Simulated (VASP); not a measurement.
# CsPbCl3 in VASP: notebook

CsPbCl3 is run at these levels: r2SCAN; tasks: single point.

All numbers are computed with VASP 6.6.1; they aren't measurements. Logs are shortened: lines on timing, memory, paths and dates and some standing lists are left out, and cuts for length are marked.

### Step 1. The cell of the first run

The typed cell holds 5 atoms: a = 5.561 Å, b = 5.561 Å, c = 5.561 Å, α = 90.00°, β = 90.00°, γ = 90.00°.

### Step 2. Single point, r2SCAN (34.39 Å³/atom)

POSCAR

```
CsPbCl3
1.0
    3.9321785587      2.2702443494      3.2104153794
   -3.9321785587      2.2702443494      3.2104153794
    0.0000000000     -4.5404886988      3.2104153794
Cs Pb Cl
1 1 3
Direct
    0.5000000000      0.5000000000      0.5000000000
    0.0000000000      0.0000000000      0.0000000000
    0.5000000000      0.0000514085      0.9999485915
    0.0000514085      0.9999485915      0.5000000000
    0.9999485915      0.5000000000      0.0000514085
```

INCAR.step1

```
  PREC = Accurate
  ENCUT = 520
  ISMEAR = 0
  SIGMA = 0.01
  LREAL = F
  LASPH = T
  NELM = 60
  NBANDS = 30
  GGA = PE
  ALGO = Normal
  EDIFF = 1E-4
  LWAVE = T
  LCHARG = F
```

INCAR.step2

```
  PREC = Accurate
  ENCUT = 520
  EDIFF = 1E-6
  ISMEAR = 0
  SIGMA = 0.01
  LREAL = F
  LASPH = T
  NELM = 60
  ALGO = Normal
  ISIF = 2
  LWAVE = F
  LCHARG = F
  METAGGA = R2SCAN
  LMIXTAU = T
  NBANDS = 30
  ISTART = 1
```

KPOINTS

```
Automatic mesh
0
Gamma
  4 4 4
```

Potentials or basis: VASP PAW PBE potentials, release 64 (Cs_sv, Pb_d, Cl).

The run is started by

```
$ cat potpaw_PBE.64/Cs_sv/POTCAR potpaw_PBE.64/Pb_d/POTCAR potpaw_PBE.64/Cl/POTCAR > POTCAR
$ cp INCAR.step1 INCAR
$ mpirun -np 1 vasp_std > vasp.out
$ cp INCAR.step2 INCAR
$ mpirun -np 1 vasp_std > vasp.out
```

OUTCAR:

```text
PREC = Accurate
   ENCUT = 520
   EDIFF = 1E-6
   ISMEAR = 0
   LREAL = F
   LASPH = T
   NELM = 60
   ISIF = 2
   METAGGA = R2SCAN
   ISTART = 1

 ion  position               nearest neighbor table
   1  0.500  0.500  0.500-
   2  0.000  0.000  0.000-   5 2.78   3 2.78   5 2.78   3 2.78   4 2.78   4 2.78
   3  0.500  0.000  1.000-   2 2.78   2 2.78
   4  0.000  1.000  0.500-   2 2.78   2 2.78
   5  1.000  0.500  0.000-   2 2.78   2 2.78

  LATTYP: Found a trigonal (rhomboedric) cell.
 ALAT       =     5.5608276841
 COS(alpha) =    -0.0000404848

  Lattice vectors:

 A1 = (   3.9321785587,   2.2702443494,   3.2104153794)
 A2 = (  -3.9321785587,   2.2702443494,   3.2104153794)
 A3 = (   0.0000000000,  -4.5404886988,   3.2104153794)

Analysis of symmetry for initial positions (statically):
=====================================================================
 Subroutine PRICEL returns:
 Original cell was already a primitive cell.

 Routine SETGRP: Setting up the symmetry group for a
 trigonal (rhombohedral) supercell.

 Subroutine GETGRP returns: Found  6 space group operations
 (whereof  6 operations were pure point group operations)
 out of a pool of 12 trial point group operations.

The static configuration has the point symmetry D_3 .

Analysis of symmetry for dynamics (positions and initial velocities):
=====================================================================
 Subroutine PRICEL returns:
 Original cell was already a primitive cell.

 Routine SETGRP: Setting up the symmetry group for a
 trigonal (rhombohedral) supercell.

 Subroutine GETGRP returns: Found  6 space group operations
 (whereof  6 operations were pure point group operations)
 out of a pool of 12 trial point group operations.

The dynamic configuration has the point symmetry D_3 .

 Subroutine INISYM returns: Found  6 space group operations
 (whereof  6 operations are pure point group operations),
 and found     1 'primitive' translations

----------------------------------------------------------------------------------------

                                     Primitive cell

  volume of cell :     171.9564

  direct lattice vectors                    reciprocal lattice vectors
     3.932178559  2.270244349  3.210415379     0.127155975  0.073413537  0.103828724
    -3.932178559  2.270244349  3.210415379    -0.127155975  0.073413537  0.103828724
     0.000000000 -4.540488699  3.210415379     0.000000000 -0.146827073  0.103828724

  length of vectors
     5.560827684  5.560827684  5.560827684     0.179829345  0.179829345  0.179829345

  position of ions in fractional coordinates (direct lattice)
     0.500000000  0.500000000  0.500000000
     0.000000000  0.000000000  0.000000000
     0.500000000  0.000051408  0.999948592
     0.000051408  0.999948592  0.500000000
     0.999948592  0.500000000  0.000051408

  ion indices of the primitive-cell ions
   primitive index   ion index
                 1           1
                 2           2
                 3           3
                 4           4
                 5           5

----------------------------------------------------------------------------------------

 KPOINTS: Automatic mesh

Automatic generation of k-mesh.
 Grid dimensions read from file:
 generate k-points for:    4    4    4

 Generating k-lattice:

  Cartesian coordinates                     Fractional coordinates (reciprocal lattice)
     0.031788994  0.018353384  0.025957181     0.250000000 -0.000000000  0.000000000
    -0.031788994  0.018353384  0.025957181    -0.000000000  0.250000000  0.000000000
     0.000000000 -0.036706768  0.025957181     0.000000000  0.000000000  0.250000000

  Length of vectors
     0.044957336  0.044957336  0.044957336

  Shift w.r.t. Gamma in fractional coordinates (k-lattice)
     0.000000000  0.000000000  0.000000000

 Subroutine IBZKPT returns following result:
 ===========================================

 Found     13 irreducible k-points:

 Following reciprocal coordinates:
            Coordinates               Weight
  0.000000  0.000000  0.000000      1.000000
  0.250000  0.000000  0.000000      6.000000
  0.500000  0.000000  0.000000      3.000000
  0.250000  0.250000  0.000000      6.000000
  0.500000  0.250000  0.000000     12.000000
 -0.250000  0.250000  0.000000      6.000000
  0.500000  0.500000  0.000000      3.000000
  0.250000  0.250000  0.250000      2.000000
  0.500000  0.250000  0.250000      6.000000
 -0.250000  0.250000  0.250000      6.000000
  0.500000  0.500000  0.250000      6.000000
 -0.250000  0.500000  0.250000      6.000000
  0.500000  0.500000  0.500000      1.000000
   k-points           NKPTS =     13   k-points in BZ     NKDIM =     13   number of bands    NBANDS=     30
   number of dos      NEDOS =    301   number of ions     NIONS =      5
   total plane-waves  NPLWV =  74088
   dimension x,y,z NGX =    42 NGY =   42 NGZ =   42
   dimension x,y,z NGXF=    84 NGYF=   84 NGZF=   84
   ions per type =               1   1   3
   NGX,Y,Z   is equivalent  to a cutoff of  12.56, 12.56, 12.56 a.u.
   NGXF,Y,Z  is equivalent  to a cutoff of  25.11, 25.11, 25.11 a.u.
 SYSTEM =  unknown system
   PREC   = accura    normal or accurate (medium, high low for compatibility)
   ISTART =      1    job   : 0-new  1-cont  2-samecut
   ICHARG =      0    charge: 1-file 2-atom 10-const
   ISPIN  =      1    spin polarized calculation?
   LNONCOLLINEAR =      F non collinear calculations
   LSORBIT =      F    spin-orbit coupling
   LASPH  =      T    aspherical Exc in radial PAW
   ENCUT  =  520.0 eV  38.22 Ry    6.18 a.u.  10.34 10.34 10.34*2*pi/ulx,y,z
   NELM   =     60;   NELMIN=  2; NELMDL=  0     # of ELM steps
   EDIFF  = 0.1E-05   stopping-criterion for ELM
   LREAL  =      F    real-space projection
   EDIFFG = 0.1E-04   stopping-criterion for IOM
   NSW    =      0    number of steps for IOM
   IBRION =     -1    ionic relax: 0-MD 1-quasi-New 2-CG
   NFREE  =      0    steps in history (QN), initial steepest desc. (CG)
   ISIF   =      2    stress and relaxation
   ISYM   =      2    0-nonsym 1-usesym 2-fastsym
   POTIM  = 0.5000    time-step for ionic-motion
   TEBEG  =    0.0;   TEEND  =   0.0 temperature during run
   PSTRESS=    0.0 pullay stress
   NELECT =      44.0000    total number of electrons
   NUPDOWN=      -1.0000    fix difference up-down
   EMIN   =  10.00;   EMAX   =-10.00  energy-range for DOS
   EFERMI =   0.00;   METHOD = LEGACY
   ISMEAR =     0;   SIGMA  =   0.01  broadening in eV -4-tet -1-fermi 0-gaus
   EFERMI_NEDOS =   21; number of points for ismear=-14 and -15
   IALGO  =     38    algorithm
   IMIX   =      4    mixing-type and parameters
     AMIX     =   0.40;   BMIX     =  1.00
     AMIX_MAG =   1.60;   BMIX_MAG =  1.00
  volume/ion in A,a.u.               =      34.39       232.08
  Fermi-wavevector in a.u.,A,eV,Ry     =   1.039329  1.964047 14.697072  1.080204
  Thomas-Fermi vector in A             =   2.173854
   LORBIT       =      0    0 simple, 1 ext, 2 COOP (PROOUT), +10 PAW based schemes
   METAGGA = R2SCAN    functional components
   LHFCALC =     F    Hartree Fock is set to
   AEXX    =    0.0000 exact exchange contribution
   IVDW    =     0    specifies the selected vdW correction
   LEPSILON=     F    determine dielectric tensor
   LRPA    =     F    only Hartree local field effects (RPA)
 non-spin polarized calculation
 Gauss-broadening in eV      SIGMA  =   0.01
  energy-cutoff  :      520.00
  volume of cell :      171.96
 maximum number of plane-waves:      4680
 NGX is ok and might be reduce to    42
   NGX = 21   NGY = 21   NGZ = 21

 number of electron      43.9999986 magnetization

 Free energy of the ion-electron system (eV)
  ---------------------------------------------------
  ext. energy  EPLUGINS =         0.00000000
  ---------------------------------------------------
  free energy    TOTEN  =      -108.11175153 eV

  energy without entropy =     -108.11175153  energy(sigma->0) =     -108.11175153

 E-fermi :   2.0028     XC(G=0):  -8.3660

 val. band max:        1.9250829038   @ k =   0.5000   0.5000   0.5000
 cond. band min:       4.1123516823   @ k =   0.5000   0.5000   0.5000
 fundamental gap:      2.1872687785
 Fermi energy:         2.0028178362

 k-point     1 :       0.0000    0.0000    0.0000
  band No.  band energies     occupation
      1     -20.2478      2.00000
      2     -15.6626      2.00000
      3     -15.6626      2.00000
      4     -15.3333      2.00000
      5     -15.3333      2.00000
      6     -15.3333      2.00000
[... 22 lines left out ...]
     29       8.6279      0.00000
     30       8.6284      0.00000

 k-point     2 :       0.2500    0.0000    0.0000
  band No.  band energies     occupation
      1     -20.2464      2.00000
      2     -15.6624      2.00000
      3     -15.5946      2.00000
      4     -15.3343      2.00000
      5     -15.3343      2.00000
      6     -15.3333      2.00000
[... 22 lines left out ...]
     29       7.5819      0.00000
     30       8.6891      0.00000

 k-point     3 :       0.5000    0.0000    0.0000
  band No.  band energies     occupation
      1     -20.2449      2.00000
      2     -15.6622      2.00000
      3     -15.5234      2.00000
      4     -15.3352      2.00000
      5     -15.3352      2.00000
      6     -15.3333      2.00000
[... 22 lines left out ...]
     29       7.9423      0.00000
     30       9.1227      0.00000

 k-point     4 :       0.2500    0.2500    0.0000
  band No.  band energies     occupation
      1     -20.2451      2.00000
      2     -15.6304      2.00000
      3     -15.5530      2.00000
      4     -15.3352      2.00000
      5     -15.3343      2.00000
      6     -15.3342      2.00000
[... 253 lines left out ...]
     29       8.0541      0.00000
     30       8.4443      0.00000

 k-point    12 :      -0.2500    0.5000    0.2500
  band No.  band energies     occupation
      1     -20.2427      2.00000
      2     -15.5527      2.00000
      3     -15.4685      2.00000
      4     -15.3362      2.00000
      5     -15.3361      2.00000
      6     -15.3352      2.00000
[... 22 lines left out ...]
     29       8.4516      0.00000
     30       8.5054      0.00000

 k-point    13 :       0.5000    0.5000    0.5000
  band No.  band energies     occupation
      1     -20.2408      2.00000
      2     -15.4150      2.00000
      3     -15.4150      2.00000
      4     -15.3371      2.00000
      5     -15.3371      2.00000
      6     -15.3371      2.00000
[... 22 lines left out ...]
     29       7.7978      0.00000
     30       9.0564      0.00000

------------------------ aborting loop because EDIFF is reached ----------------------------------------

  FORCE on cell =-STRESS in cart. coord.  units (eV):
  Direction    XX          YY          ZZ          XY          YZ          ZX
  --------------------------------------------------------------------------------------
  -------------------------------------------------------------------------------------
  Total        1.9094869      1.9094869      1.9101673      0.0000000      0.0000000      0.0000000
  in kB       17.7913522     17.7913522     17.7976919      0.0000000      0.0000000      0.0000000
  external PRESSURE =      17.7934654 kB  Pullay stress =       0.0000000 kB

 VOLUME and BASIS-vectors are now :
 -----------------------------------------------------------------------------
  energy-cutoff  :      520.00
  volume of cell :      171.96
      direct lattice vectors                 reciprocal lattice vectors
     3.932178559  2.270244349  3.210415379     0.127155975  0.073413537  0.103828724
    -3.932178559  2.270244349  3.210415379    -0.127155975  0.073413537  0.103828724
     0.000000000 -4.540488699  3.210415379     0.000000000 -0.146827073  0.103828724

 POSITION                                       TOTAL-FORCE (eV/Angst)
 -----------------------------------------------------------------------------------
      0.00000      0.00000      4.81562         0.000000     -0.000000      0.000000
      0.00000      0.00000      0.00000         0.000000      0.000000      0.000000
      1.96589     -3.40502      4.81562         0.000015     -0.000027      0.000000
     -3.93177      0.00000      4.81562        -0.000031     -0.000000     -0.000000
      1.96589      3.40502      4.81562         0.000015      0.000027      0.000000
 -----------------------------------------------------------------------------------
    total drift:                                0.000000     -0.000000     -0.000000

  FREE ENERGIE OF THE ION-ELECTRON SYSTEM (eV)
  ---------------------------------------------------
  free  energy   TOTEN  =      -108.1117515261 eV

  energy  without entropy=     -108.1117515261  energy(sigma->0) =     -108.11175153
```

Wall time 1.9 min (1 thread of Intel Xeon 6975P-C (Granite Rapids), shared host); peak memory 0.31 GiB.

What came out:

```yaml
Free_energy: -108.1118 eV
Pressure: 1.8 GPa
Band_gap_on_the_k_mesh: 2.19 eV
```

Caveat: the PAW data sets were made with another functional, which shifts forces and pressure a little; spin-orbit coupling is left out, which moves the levels of the heavy elements. A k mesh can miss the band edges.

### Step 3. Single point, r2SCAN (35.49 Å³/atom)

This run uses another cell than the first one, of 35.49 Å³/atom.

Edit POSCAR of step 2 so:

```diff
@@ -2,5 +2,5 @@
 1.0
-    3.9321785587      2.2702443494      3.2104153794
-   -3.9321785587      2.2702443494      3.2104153794
-    0.0000000000     -4.5404886988      3.2104153794
+    3.9735729539      2.2941434146      3.2442117091
+   -3.9735729539      2.2941434146      3.2442117091
+    0.0000000000     -4.5882868292      3.2442117091
 Cs Pb Cl
```

INCAR.step1

```
SYSTEM = CsPbCl3
PREC = Accurate ; ENCUT = 520
ISMEAR = 0 ; SIGMA = 0.01
LREAL = .FALSE. ; LASPH = .TRUE.
NELM = 60 ; NBANDS = 30
GGA = PE ; ALGO = Normal
EDIFF = 1E-4 ; LWAVE = .TRUE.
LCHARG = .FALSE.
```

INCAR.step2

```
SYSTEM = CsPbCl3
PREC = Accurate ; ENCUT = 520
EDIFF = 1E-6 ; ISMEAR = 0
SIGMA = 0.01 ; LREAL = .FALSE.
LASPH = .TRUE. ; NELM = 60
ALGO = Normal ; ISIF = 2
LWAVE = .FALSE. ; LCHARG = .FALSE.
METAGGA = R2SCAN ; LMIXTAU = .TRUE.
NBANDS = 30 ; ISTART = 1
```

KPOINTS

```
regular mesh
0
G
  4 4 4
  0 0 0
```

Potentials or basis: VASP PAW PBE potentials, release 64 (Cs_sv, Pb_d, Cl).

The run is started by

```
$ cat potpaw_PBE.64/Cs_sv/POTCAR potpaw_PBE.64/Pb_d/POTCAR potpaw_PBE.64/Cl/POTCAR > POTCAR
$ cp INCAR.step1 INCAR
$ mpirun -np 1 vasp_std > vasp.out
$ cp INCAR.step2 INCAR
$ mpirun -np 1 vasp_std > vasp.out
```

Wall time 1.9 min (1 thread of Intel Xeon 6975P-C (Granite Rapids), shared host); peak memory 0.32 GiB.

Results (log left out):

| Quantity | Value |
| --- | --- |
| Free energy | -108.1576 eV |
| Pressure | 0.8 GPa |
| Band gap on the k mesh | 2.34 eV |

Levels at points of the mesh, in eV from the valence-band top:
```csv
k point,band 19,band 20,band 21,band 22,band 23,band 24,band 25,band 26
"(0.00, 0.00, 0.00)",-2.78,-2.68,-2.68,-2.68,3.84,4.67,4.67,5.68
"(0.50, 0.00, 0.00)",-2.88,-2.79,-2.78,-1.76,3.44,5.17,5.60,5.77
"(0.50, 0.50, 0.00)",-2.97,-2.90,-2.36,-0.85,2.93,2.93,5.35,5.90
"(0.50, 0.50, 0.50)",-2.35,-2.35,-2.35,0.00,2.34,2.34,2.34,5.71
```

Caveat: the PAW data sets were made with another functional, which shifts forces and pressure a little; spin-orbit coupling is left out, which moves the levels of the heavy elements. A k mesh can miss the band edges.
